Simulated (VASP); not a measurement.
Runs of VASP 6.6.1 on TaS2. The structure is that of space group P-3m1 (No. 164), or close to it. The cells are those of the table. 

| task | cell | cutoff (eV) | gap on the mesh (eV) | pressure (GPa) | largest force (eV/Å) |
| --- | --- | --- | --- | --- | --- |
| electric field gradients | a = 3.350, b = 3.350, c = 5.743 Å, angles 90.0, 90.0, 120.0°, 3 atoms | 400 | none | 12.5 | 1.73 |
| single point | a = 3.350, b = 3.350, c = 5.743 Å, angles 90.0, 90.0, 120.0°, 3 atoms | 500 | none | 12.5 | 1.73 |
| electric field gradients | a = 3.350, b = 3.350, c = 5.919 Å, angles 90.0, 90.0, 120.0°, 3 atoms | 400 | none | 7.6 | 1.02 |
| electric field gradients | a = 3.350, b = 3.350, c = 6.036 Å, angles 90.0, 90.0, 120.0°, 3 atoms | 400 | none | 4.7 | 0.54 |
| single point | a = 3.350, b = 3.350, c = 5.919 Å, angles 90.0, 90.0, 120.0°, 3 atoms | 500 | none | 7.6 | 1.01 |
| single point | a = 3.350, b = 3.350, c = 6.036 Å, angles 90.0, 90.0, 120.0°, 3 atoms | 500 | none | (a) | 0.54 |

Alike in all rows: level PBE; potentials or basis VASP PAW PBE potentials, release 64 (Ta_pv, S); no spin polarisation; k mesh 9 × 9 × 5; smearing fermi-dirac 0.03 eV.

**Question.** Fill in the values left out.

**Answer.** (a) 4.6.

Caveats: spin-orbit coupling is left out, which moves the levels of the heavy elements; this functional lacks dispersion, which binds layers or chains, so the pressure and a relaxed spacing across them are unreliable; forces of over 1 eV/Å act on the atoms, so gaps and moduli don't describe the material at rest (at least some runs); the cell stands under pressure (at least some runs); the stress differs along the axes, from 10 to 17 GPa (at least some runs).

A k mesh can miss the band edges, and the runs leave out spin-orbit coupling on Ta.

A gap of «none» marks levels without a gap at the run's occupations.
